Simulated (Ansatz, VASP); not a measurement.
## Ga3IrRu in VASP and in Ansatz

```xyz
5
Lattice="4.2495 0.0000 0.0000 -2.1248 3.6802 0.0000 0.0000 0.0000 5.7023" Properties=species:S:1:pos:R:3 pbc="T T T"
Ga    2.1248    0.0000    0.0000
Ga   -1.0624    1.8401    0.0000
Ga    1.0624    1.8401    0.0000
Ru    0.0000    0.0000    2.8511
Ir    0.0000    0.0000    0.0000
```

Alike in both runs: task relaxation of cell and atoms; functional PBE; k mesh 6 × 6 × 4; occupations gaussian, width 0.1 eV; no spin polarisation.

|  | VASP | Ansatz |
| --- | --- | --- |
| version | VASP 6.6.1 | Ansatz 0.2.0 |
| potentials or method | VASP PAW PBE potentials, release 64 (Ga_d, Ru_pv, Ir), cutoff 600 eV | scalar-relativistic, plane waves, PAW |
| valence electrons in the cell | 62 | 72 |

VASP gave:

```
gap on the k mesh at the Fermi level, each at its own relaxed structure (eV) : none
relaxed volume (Å³/atom)                                                     : 22.02
relaxed cell length with the largest relative difference (Å)                 : 4.793
```

Q: Which values does Ansatz return?

A: gap on the k mesh at the Fermi level, each at its own relaxed structure (eV): none; relaxed volume (Å³/atom): 22.02; relaxed cell length with the largest relative difference (Å): 4.790.

A gap of «none» marks a metal or a gap that the smearing closes. VASP's potentials hold 62 valence electrons a cell and Ansatz's 72, so a difference there can come from the potentials and not from the codes.

Neither program's run includes spin-orbit coupling. Noted on VASP's run: the volume moved by over 15 % at a fixed basis, so the end points are rough.
